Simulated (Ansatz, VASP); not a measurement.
Given: the input of a run of VASP 6.6.1 on PbF2.

Contents of INCAR:

```
ALGO     = Normal         # electronic algorithm
EDIFF    = 1E-7           # SCF threshold, eV
EDIFFG   = -0.01          # ionic threshold
ENCUT    = 600            # plane-wave cutoff, eV
GGA      = RE             # functional
GGA_COMPAT= F            
IBRION   = 2              # ionic algorithm
ISIF     = 3              # what is computed and relaxed
ISMEAR   = -1             # smearing method
LASPH    = T              # aspherical terms in the spheres
LCHARG   = F              # write CHGCAR
LREAL    = F              # projectors in reciprocal space
LWAVE    = F              # write WAVECAR
NELM     = 120            # most SCF steps
NELMIN   = 4            
NSW      = 60             # ionic steps
PREC     = Accurate       # precision mode
SIGMA    = 0.05           # smearing width, eV
```

KPOINTS

```
k-points
0
Gamma
  8 8 8
```

POSCAR

```
PbF2
1.0
    0.0000000000      2.9636600000      2.9636600000
    2.9636600000      0.0000000000      2.9636600000
    2.9636600000      2.9636600000      0.0000000000
Pb F
1 2
Direct
    0.0000000000      0.0000000000      0.0000000000
    0.7500000000      0.7500000000      0.7500000000
    0.2500000000      0.2500000000      0.2500000000
```

Potentials or basis: VASP PAW PBE potentials, release 64 (Pb_d, F).

Command:

```bash
$ cat potpaw_PBE.64/Pb_d/POTCAR potpaw_PBE.64/F/POTCAR > POTCAR
$ mpirun -np 1 vasp_std > vasp.out
```

Set up the same calculation for Ansatz 0.2.0. Potentials there: Ansatz PAW.

As run (the cutoff follows the program's own potentials):

File input.yaml:

```yaml
crystal:
  lattice:
    - [0.0, 2.96366, 2.96366]
    - [2.96366, 0.0, 2.96366]
    - [2.96366, 2.96366, 0.0]
  atoms:
    - { symbol: Pb, position: [0.0, 0.0, 0.0] }
    - { symbol: F, position: [0.75, 0.75, 0.75] }
    - { symbol: F, position: [0.25, 0.25, 0.25] }
hamiltonian:
  xc: revpbe
  pseudopotentials: { kind: paw }
kpoints:
  mp_grid: { grid: [8, 8, 8] }
scf:
  occupations: { method: fermi_dirac, width: 0.05 }
output:
  forces: true
  stress: true
relax:
  f_tol: 0.01
  max_steps: 40
  cell: { stress_tol: 0.05 }
```

Potentials or basis: Ansatz PAW.

Command:

```console
$ ansatz run input.yaml --threads 2 --pin off --max-ram 5632MiB --backend cpu --events-out ev --progress --plain --runs-dir out
```

Both were run:

|  | VASP | Ansatz | Ansatz less VASP |
| --- | --- | --- | --- |
| relaxed volume (Å³/atom) | 18.60 | 18.66 | +0.061 |
| relaxed cell length with the largest relative difference (Å) | 4.289 | 4.294 | +0.0047 |

VASP's potentials were made for PBE, not for revPBE.

Spin-orbit coupling is off throughout. Noted on Ansatz's run: the plane-wave basis is chosen anew once the cell has moved, so the energies of steps on either side of that aren't comparable.
